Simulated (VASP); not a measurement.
# CdI2 (P-3m1) in VASP: notebook

The runs below take CdI2 through electric field gradients, with PBEsol.

All numbers are computed with VASP 6.6.1; they aren't measurements. Logs are shortened: lines on timing, memory, paths and dates and some standing lists are left out, and cuts for length are marked.

### 1 The cell of the first run

Symmetry: P-3m1, No. 164, trigonal system. The conventional cell has a = 3.164 Å, b = 3.164 Å, c = 6.170 Å, α = 90.00°, β = 90.00°, γ = 120.00°. Cd (site symmetry -3m) has 6 I at 2.65 Å and 6 Cd at 3.16 Å within 3.5 Å. Within 3.5 Å of I (site symmetry 3m) lie 3 Cd at 2.65 Å and 9 I at 2.96 to 3.16 Å.

### 2 Electric field gradients, PBEsol (17.83 Å³/atom)

The input, INCAR:

```
SYSTEM = CdI2
PREC = Accurate ; ENCUT = 400
EDIFF = 1E-8 ; ISMEAR = -1
SIGMA = 0.03 ; LREAL = .False.
LASPH = .True. ; NELM = 120
ALGO = Normal ; ISIF = 2
LWAVE = .False. ; LCHARG = .False.
GGA = PS ; LEFG = .True.
NBANDS = 20 ; GGA_COMPAT = .False.
```

The input, KPOINTS:

```
regular mesh
0
Gamma
  8 8 4
  0 0 0
```

The input, POSCAR:

```
CdI2
1.0
    3.1639748409      0.0000000000      0.0000000000
   -1.5819874204      2.7400825892      0.0000000000
    0.0000000000      0.0000000000      6.1704312064
Cd I
1 2
Direct
    0.0000000000      0.0000000000      0.0000000000
    0.3333333333      0.6666666667      0.3108578756
    0.6666666667      0.3333333333      0.6891421244
```

Potentials or basis: VASP PAW PBE potentials, release 64 (Cd, I).

Started as:

```console
> cat potpaw_PBE.64/Cd/POTCAR potpaw_PBE.64/I/POTCAR > POTCAR
> mpirun -np 1 vasp_std > vasp.out
```

OUTCAR:

```text
SYSTEM = CdI2
   PREC = Accurate
   ENCUT = 400
   EDIFF = 1E-8
   ISMEAR = -1
   LREAL = .False.
   LASPH = .True.
   NELM = 120
   ISIF = 2
   GGA = PS

 ion  position               nearest neighbor table
   1  0.000  0.000  0.000-   2 2.65   3 2.65   3 2.65   2 2.65   3 2.65   2 2.65
   2  0.333  0.667  0.311-   1 2.65   1 2.65   1 2.65   3 2.96   3 2.96   3 2.96
   3  0.667  0.333  0.689-   1 2.65   1 2.65   1 2.65   2 2.96   2 2.96   2 2.96

  LATTYP: Found a hexagonal cell.
 ALAT       =     3.1639748409
 C/A-ratio  =     1.9502150038

  Lattice vectors:

 A1 = (   3.1639748409,   0.0000000000,   0.0000000000)
 A2 = (  -1.5819874204,   2.7400825892,   0.0000000000)
 A3 = (   0.0000000000,   0.0000000000,   6.1704312064)

Analysis of symmetry for initial positions (statically):
=====================================================================
 Subroutine PRICEL returns:
 Original cell was already a primitive cell.

 Routine SETGRP: Setting up the symmetry group for a
 hexagonal supercell.

 Subroutine GETGRP returns: Found 12 space group operations
 (whereof 12 operations were pure point group operations)
 out of a pool of 24 trial point group operations.

The static configuration has the point symmetry D_3d.

Analysis of symmetry for dynamics (positions and initial velocities):
=====================================================================
 Subroutine PRICEL returns:
 Original cell was already a primitive cell.

 Routine SETGRP: Setting up the symmetry group for a
 hexagonal supercell.

 Subroutine GETGRP returns: Found 12 space group operations
 (whereof 12 operations were pure point group operations)
 out of a pool of 24 trial point group operations.

The dynamic configuration has the point symmetry D_3d.

 Subroutine INISYM returns: Found 12 space group operations
 (whereof 12 operations are pure point group operations),
 and found     1 'primitive' translations

----------------------------------------------------------------------------------------

                                     Primitive cell

  volume of cell :      53.4949

  direct lattice vectors                    reciprocal lattice vectors
     3.163974841  0.000000000  0.000000000     0.316058139  0.182476252  0.000000000
    -1.581987420  2.740082589  0.000000000     0.000000000  0.364952503  0.000000000
     0.000000000  0.000000000  6.170431206     0.000000000  0.000000000  0.162063228

  length of vectors
     3.163974841  3.163974841  6.170431206     0.364952503  0.364952503  0.162063228

  position of ions in fractional coordinates (direct lattice)
     0.000000000  0.000000000  0.000000000
     0.333333333  0.666666667  0.310857876
     0.666666667  0.333333333  0.689142124

  ion indices of the primitive-cell ions
   primitive index   ion index
                 1           1
                 2           2
                 3           3

----------------------------------------------------------------------------------------

 KPOINTS: regular mesh

Automatic generation of k-mesh.
 Grid dimensions read from file:
 generate k-points for:    8    8    4

 Generating k-lattice:

  Cartesian coordinates                     Fractional coordinates (reciprocal lattice)
     0.039507267  0.022809531  0.000000000     0.125000000 -0.000000000  0.000000000
     0.000000000  0.045619063  0.000000000     0.000000000  0.125000000  0.000000000
     0.000000000  0.000000000  0.040515807     0.000000000  0.000000000  0.250000000

  Length of vectors
     0.045619063  0.045619063  0.040515807

  Shift w.r.t. Gamma in fractional coordinates (k-lattice)
     0.000000000  0.000000000  0.000000000

 Subroutine IBZKPT returns following result:
 ===========================================

 Found     35 irreducible k-points:

 Following reciprocal coordinates:
            Coordinates               Weight
  0.000000  0.000000  0.000000      1.000000
  0.125000 -0.000000  0.000000      6.000000
  0.250000 -0.000000  0.000000      6.000000
  0.375000 -0.000000  0.000000      6.000000
  0.500000 -0.000000  0.000000      3.000000
  0.125000  0.125000  0.000000      6.000000
[... 16 lines left out ...]
 -0.125000  0.500000  0.250000     12.000000
  0.250000  0.250000  0.250000     12.000000
 [... further k-points ...]
   k-points           NKPTS =     35   k-points in BZ     NKDIM =     35   number of bands    NBANDS=     20
   number of dos      NEDOS =    301   number of ions     NIONS =      3
   total plane-waves  NPLWV =  23040
   dimension x,y,z NGX =    24 NGY =   24 NGZ =   40
   dimension x,y,z NGXF=    48 NGYF=   48 NGZF=   80
   ions per type =               1   2
   NGX,Y,Z   is equivalent  to a cutoff of  12.61, 12.61, 10.78 a.u.
   NGXF,Y,Z  is equivalent  to a cutoff of  25.22, 25.22, 21.55 a.u.
 SYSTEM =  CdI2
   PREC   = accura    normal or accurate (medium, high low for compatibility)
   ISTART =      0    job   : 0-new  1-cont  2-samecut
   ICHARG =      2    charge: 1-file 2-atom 10-const
   ISPIN  =      1    spin polarized calculation?
   LNONCOLLINEAR =      F non collinear calculations
   LSORBIT =      F    spin-orbit coupling
   LASPH  =      T    aspherical Exc in radial PAW
   ENCUT  =  400.0 eV  29.40 Ry    5.42 a.u.   5.16  5.16 10.06*2*pi/ulx,y,z
   NELM   =    120;   NELMIN=  2; NELMDL= -5     # of ELM steps
   EDIFF  = 0.1E-07   stopping-criterion for ELM
   LREAL  =      F    real-space projection
   EDIFFG = 0.1E-06   stopping-criterion for IOM
   NSW    =      0    number of steps for IOM
   IBRION =     -1    ionic relax: 0-MD 1-quasi-New 2-CG
   NFREE  =      0    steps in history (QN), initial steepest desc. (CG)
   ISIF   =      2    stress and relaxation
   ISYM   =      2    0-nonsym 1-usesym 2-fastsym
   POTIM  = 0.5000    time-step for ionic-motion
   TEBEG  =    0.0;   TEEND  =   0.0 temperature during run
   PSTRESS=    0.0 pullay stress
   NELECT =      26.0000    total number of electrons
   NUPDOWN=      -1.0000    fix difference up-down
   EMIN   =  10.00;   EMAX   =-10.00  energy-range for DOS
   EFERMI =   0.00;   METHOD = LEGACY
   ISMEAR =    -1;   SIGMA  =   0.03  broadening in eV -4-tet -1-fermi 0-gaus
   EFERMI_NEDOS =   21; number of points for ismear=-14 and -15
   IALGO  =     38    algorithm
   IMIX   =      4    mixing-type and parameters
     AMIX     =   0.40;   BMIX     =  1.00
     AMIX_MAG =   1.60;   BMIX_MAG =  1.00
  volume/ion in A,a.u.               =      17.83       120.33
  Fermi-wavevector in a.u.,A,eV,Ry     =   1.287148  2.432357 22.541459  1.656750
  Thomas-Fermi vector in A             =   2.419180
   LORBIT       =      0    0 simple, 1 ext, 2 COOP (PROOUT), +10 PAW based schemes
   GGA     = PS    functional components
   LHFCALC =     F    Hartree Fock is set to
   AEXX    =    0.0000 exact exchange contribution
   IVDW    =     0    specifies the selected vdW correction
   LEPSILON=     F    determine dielectric tensor
   LRPA    =     F    only Hartree local field effects (RPA)
 non-spin polarized calculation
  energy-cutoff  :      400.00
  volume of cell :       53.49
 maximum number of plane-waves:       982
 NGX is ok and might be reduce to    24
   NGX = 11   NGY = 11   NGZ = 21

 number of electron      25.9999993 magnetization

 Free energy of the ion-electron system (eV)
  ---------------------------------------------------
  ext. energy  EPLUGINS =         0.00000000
  ---------------------------------------------------
  free energy    TOTEN  =         0.41845154 eV

  energy without entropy =        0.42309709  energy(sigma->0) =        0.42077432

 E-fermi :  12.7715     XC(G=0): -12.3574

 val. band max:       12.7395293029   @ k =   0.0000   0.1250   0.2500
 cond. band min:      12.7891815178   @ k =   0.3750   0.2500   0.2500
 fundamental gap:      0.0496522149
 Fermi energy:        12.7714805585

 k-point     1 :       0.0000    0.0000    0.0000
  band No.  band energies     occupation
      1      -6.3961      2.00000
      2      -3.6698      2.00000
      3       0.8294      2.00000
      4       1.7657      2.00000
      5       1.7657      2.00000
      6       2.0501      2.00000
[... 12 lines left out ...]
     19      20.5662      0.00000
     20      21.7100      0.00000
[... 507 lines left out ...]
 k-point    24 :       0.2500    0.2500    0.2500
  band No.  band energies     occupation
      1      -3.2341      2.00000
      2      -2.1009      2.00000
      3       1.2932      2.00000
      4       1.5827      2.00000
      5       1.8502      2.00000
      6       2.0210      2.00000
[... 12 lines left out ...]
     19      20.9263      0.00000
     20      21.6118      0.00000

 [... further k-points ...]
[... 5 lines left out ...]
  --------------------------------------------------------------------------------------
  -------------------------------------------------------------------------------------
  Total       25.7130261     25.7130261     26.1638088      0.0000000      0.0000000      0.0000000
  in kB      770.1079077    770.1079078    783.6089007      0.0000000      0.0000000      0.0000000
  external PRESSURE =     774.6082387 kB  Pullay stress =       0.0000000 kB

 VOLUME and BASIS-vectors are now :
 -----------------------------------------------------------------------------
  energy-cutoff  :      400.00
  volume of cell :       53.49
      direct lattice vectors                 reciprocal lattice vectors
     3.163974841  0.000000000  0.000000000     0.316058139  0.182476252  0.000000000
    -1.581987420  2.740082589  0.000000000     0.000000000  0.364952503  0.000000000
     0.000000000  0.000000000  6.170431206     0.000000000  0.000000000  0.162063228

 POSITION                                       TOTAL-FORCE (eV/Angst)
 -----------------------------------------------------------------------------------
      0.00000      0.00000      0.00000         0.000000      0.000000      0.000000
     -0.00000      1.82672      1.91813        -0.000000     -0.000000      0.167845
      1.58199      0.91336      4.25230         0.000000      0.000000     -0.167845
 -----------------------------------------------------------------------------------
    total drift:                               -0.000000     -0.000000     -0.000000

  FREE ENERGIE OF THE ION-ELECTRON SYSTEM (eV)
  ---------------------------------------------------
  free  energy   TOTEN  =         0.4184515420 eV

  energy  without entropy=        0.4230970932  energy(sigma->0) =        0.42077432

 Electric field gradients (V/A^2)
---------------------------------------------------------------------
 ion       V_xx      V_yy      V_zz      V_xy      V_xz      V_yz
---------------------------------------------------------------------
   1      29.583    29.581   -59.164    -0.001     0.000    -0.000
   2    -212.473  -212.473   424.947     0.000     0.000    -0.000
   3    -212.473  -212.473   424.947     0.000     0.000    -0.000
---------------------------------------------------------------------

 Electric field gradients after diagonalization (V/A^2)
 (convention: |V_zz| > |V_xx| > |V_yy|)
----------------------------------------------------------------------
 ion       V_xx      V_yy      V_zz     asymmetry (V_yy - V_xx)/ V_zz
----------------------------------------------------------------------
   1      29.583    29.580   -59.164       0.000
   2    -212.473  -212.473   424.947       0.000
   3    -212.473  -212.473   424.947       0.000
----------------------------------------------------------------------

           NMR quadrupolar parameters

 Cq : quadrupolar parameter    Cq=e*Q*V_zz/h
 eta: asymmetry parameters     (V_yy - V_xx)/ V_zz
 Q  : nuclear electric quadrupole moment in mb (millibarn)
----------------------------------------------------------------------
 ion       Cq(MHz)       eta       Q (mb)
----------------------------------------------------------------------
   1      -0.143       0.000       1.000
   2       1.028       0.000       1.000
   3       1.028       0.000       1.000
----------------------------------------------------------------------
```

It took 22 s on 1 thread of Intel Xeon Platinum 8488C (Sapphire Rapids), shared host; peak memory 0.17 GiB.

Results:

```
Free energy                             : 0.4185 eV
Pressure                                : 77.5 GPa
Largest force                           : 0.168 eV/Å
Band gap on the k mesh                  : zero (bands 13 and 14 overlap by 1.74 eV)
Largest electric field gradient by atom : Cd -59.2; I +424.9 V/Å²
```

Forces on the atoms (eV/Å):
```
Cd   0.000  0.000  0.000
I    0.000  0.000  0.168
I    0.000  0.000 -0.168
```

Stress tensor (GPa, compression positive):
```
77.01  0.00  0.00
 0.00 77.01  0.00
 0.00  0.00 78.36
```

Electric field gradients, principal values (V/Å²):
```csv
atom,least,middle,greatest (by size)
1 Cd,29.580,29.583,-59.164
2 I,-212.473,-212.473,424.947
3 I,-212.473,-212.473,424.947
```

Caveat: the cell stands under pressure; without QUAD_EFG the Cq values of the log hold for a quadrupole moment of 1 mb, not for the nuclei; the PAW data sets were made with another functional, which shifts forces and pressure a little; spin-orbit coupling is left out, which moves the levels of the heavy elements.

(Continued in part 2 of 2.)
